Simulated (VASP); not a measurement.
AlN: single point with PBEsol

AlN:

```
CELL_PARAMETERS angstrom
3.30740 0.00000 0.00000
-1.65370 2.86430 0.00000
0.00000 0.00000 3.82799
ATOMIC_POSITIONS crystal
Al 0.33333 0.66667 0.75000
Al 0.66667 0.33333 0.25000
N 0.33333 0.66667 0.25000
N 0.66667 0.33333 0.75000
```

This cell differs from its parent crystal: volume 9.066 Å^3 an atom, c/a of the conventional cell 1.1574.

```json
{"Program": "VASP 6.6.1", "Task": "single point", "Functional": "PBEsol", "Potentials or basis": "VASP PAW PBE potentials, release 64 (Al, N)", "Cutoff": "520 eV", "k mesh": "9 × 9 × 6", "Occupations": "gaussian, width 0.05 eV", "Spin": "no spin polarisation", "Dipole correction": "no", "Further INCAR settings": "ALGO = Normal; EDIFF = 1e-06; NBANDS = 16"}
```

| Quantity | Value |
| --- | --- |
| Pressure | 19.6 GPa |
| Band gap on the k mesh | 4.01 eV, direct |

Stress tensor (GPa, compression positive):
```
11.10  0.00  0.00
 0.00 11.10  0.00
 0.00  0.00 36.58
```

Levels at points of the mesh, in eV from the valence-band top:
| k point | band 5 | band 6 | band 7 | band 8 | band 9 | band 10 | band 11 | band 12 |
| --- | --- | --- | --- | --- | --- | --- | --- | --- |
| (0.00, 0.00, 0.00) | -3.49 | -1.26 | -1.26 | 0.00 | 4.01 | 5.26 | 8.60 | 8.60 |
| (0.00, 0.00, 0.50) | -2.43 | -2.43 | -2.43 | -2.43 | 6.38 | 6.38 | 8.53 | 8.53 |

Wall time 25 s on 1 thread of AMD EPYC 7R13 Processor (Zen 3), with other jobs on the host, peak memory 0.13 GiB.

Caveat: the PAW data sets were made with another functional, which shifts forces and pressure a little. A k mesh can miss the band edges.
